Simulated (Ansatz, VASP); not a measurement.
**One calculation of SbPt, two programs**

The input INCAR:

```
PREC     = Accurate       # precision mode
ENCUT    = 520            # plane-wave cutoff, eV
EDIFF    = 1E-6           # SCF threshold, eV
ISMEAR   = 0              # smearing method
SIGMA    = 0.1            # smearing width, eV
LREAL    = F              # projectors in reciprocal space
LASPH    = T              # aspherical terms in the spheres
NELM     = 150            # most SCF steps
ALGO     = Normal         # electronic algorithm
ISIF     = 2              # what is computed and relaxed
LWAVE    = F              # write WAVECAR
LCHARG   = F              # write CHGCAR
LMAXMIX  = 4              # l up to which the mixer works
LDAU     = T              # DFT+U
LDAUTYPE = 2            
LDAUL    = -1 2           # shell
LDAUU    = 0 6            # U, eV
LDAUJ    = 0 0          
LDAUPRINT= 1            
GGA      = PS             # functional
NBANDS   = 23             # bands
```

File KPOINTS:

```
Automatic mesh
0
Gamma
  12 12 8
```

POSCAR

```
SbPt
1.0
    4.1706292521      0.0000000000      0.0000000000
   -2.0853146260      3.6118708820      0.0000000000
    0.0000000000      0.0000000000      5.4689481917
Sb Pt
2 2
Direct
    0.3333333333      0.6666666667      0.2500000000
    0.6666666667      0.3333333333      0.7500000000
    0.0000000000      0.0000000000      0.0000000000
    0.0000000000      0.0000000000      0.5000000000
```

Input for Ansatz:

```yaml
crystal:
  lattice:
    - [4.1706292521, 0.0, 0.0]
    - [-2.085314626, 3.611870882, 0.0]
    - [0.0, 0.0, 5.4689481917]
  atoms:
    - { symbol: Sb, position: [0.3333333333, 0.6666666667, 0.25] }
    - { symbol: Sb, position: [0.6666666667, 0.3333333333, 0.75] }
    - { symbol: Pt, position: [0.0, 0.0, 0.0] }
    - { symbol: Pt, position: [0.0, 0.0, 0.5] }
basis:
  ecutwfc: 420
kpoints:
  mp_grid: { grid: [12, 12, 8] }
hamiltonian:
  xc: pbesol
  hubbard: { sites: [{ species: Pt, l: d, u_eff: 6.0 }], double_counting: fll }
scf:
  occupations: { method: gaussian, width: 0.005 }
output:
  forces: true
  eigenvalues: true
  stress: true
```

Alike in both runs: task single point; functional PBEsol; k mesh 12 × 12 × 8; no spin polarisation; Hubbard terms Pt d U = 6.0 eV.

```csv
,VASP,Ansatz
version,VASP 6.6.1,Ansatz 0.2.0
potentials or method,"VASP PAW PBE potentials, release 64 (Sb, Pt), cutoff 520 eV","scalar-relativistic, plane waves, PAW"
occupations,"gaussian, width 0.1 eV","gaussian, width 0.005 eV"
valence electrons in the cell,30,66
```

|  | VASP | Ansatz | Ansatz less VASP |
| --- | --- | --- | --- |
| gap on the k mesh at the Fermi level (eV) | none | none | - |
| pressure (GPa) | -6.9 | 0.9 | +7.75 |
| traceless stress, the component that is largest in VASP (GPa) | 1.22 | 2.59 | +1.365 |

VASP's potentials were made for PBE, not for PBEsol. The programs project onto different local orbitals, so the same U acts differently, and such runs can settle in different states. A gap of «none» marks a metal or a gap that the smearing closes. VASP's potentials hold 30 valence electrons a cell and Ansatz's 66, so a difference there can come from the potentials and not from the codes. Ansatz's warnings: filled band counts differ across k points.

Neither program's run includes spin-orbit coupling.
